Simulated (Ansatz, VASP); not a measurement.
**One calculation of CdSe, two programs**

```xyz
2
Lattice="0.0000 3.0044 3.0044 3.0044 0.0000 3.0044 3.0044 3.0044 0.0000" Properties=species:S:1:pos:R:3 pbc="T T T"
Cd    0.0000    0.0000    0.0000
Se    1.5022    1.5022    1.5022
```

Alike in both runs: functional LDA; k mesh 12 × 12 × 12; occupations fermi-dirac, width 0.05 eV; no spin polarisation.

Ansatz relaxed the structure, and its values are those at the end. VASP's run is a single point on that final structure, the one shown.

|  | VASP | Ansatz |
| --- | --- | --- |
| version | VASP 6.6.1 | Ansatz 0.2.0 |
| potentials or method | VASP PAW LDA potentials, release 64 (Cd, Se) | PAW with Ansatz's default frozen-core files, scalar-relativistic |
| plane-wave cutoff (eV) | 520 | 420 |
| valence electrons in the cell | 18 | 36 |

VASP gave:

| Item | Value |
| --- | --- |
| pressure (GPa) | 0.5 |

Q: What did Ansatz give for the same quantities?

A: Pressure (GPa): 0.0.

LDA's correlation is that of Perdew and Zunger in VASP and of Perdew and Wang (1992) in Ansatz. VASP's potentials hold 18 valence electrons a cell and Ansatz's 36, so a difference there can come from the potentials and not from the codes.
